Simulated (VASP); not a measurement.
Runs of VASP 6.6.1 on Nb. The structure is that of space group Fm-3m (No. 225), or close to it. The cells are those of the table. 

```csv
cell,k mesh,gap on the mesh (eV),pressure (GPa)
"a = 3.005 Å, angles 60.0°, 1 atom",15 × 15 × 15,none,-12.6
"a = 2.929 Å, angles 60.0°, 1 atom",13 × 13 × 13,none,-0.1
"a = 2.807 Å, angles 60.0°, 1 atom",15 × 15 × 15,none,(a)
"a = 3.042 Å, angles 60.0°, 1 atom",15 × 15 × 15,none,-17.1
"a = 2.889 Å, angles 60.0°, 1 atom",15 × 15 × 15,none,7.3
"a = 2.968 Å, angles 60.0°, 1 atom",15 × 15 × 15,none,-7.1
"a = 2.929 Å, angles 60.0°, 1 atom",15 × 15 × 15,none,-0.5
"a = 2.929 Å, angles 60.0°, 1 atom",21 × 21 × 21,none,(b)
```

Alike in all rows: task single point; level LDA; potentials or basis VASP PAW LDA potentials, release 64 (Nb_sv); no spin polarisation; cutoff (eV) 520; smearing fermi-dirac 0.1 eV.

Problem. Estimate the missing entries.

Solution. (a) 28.4; (b) -0.4.

A k mesh can miss the band edges, and the runs leave out spin-orbit coupling on Nb.

A gap of «none» marks levels without a gap at the run's occupations.
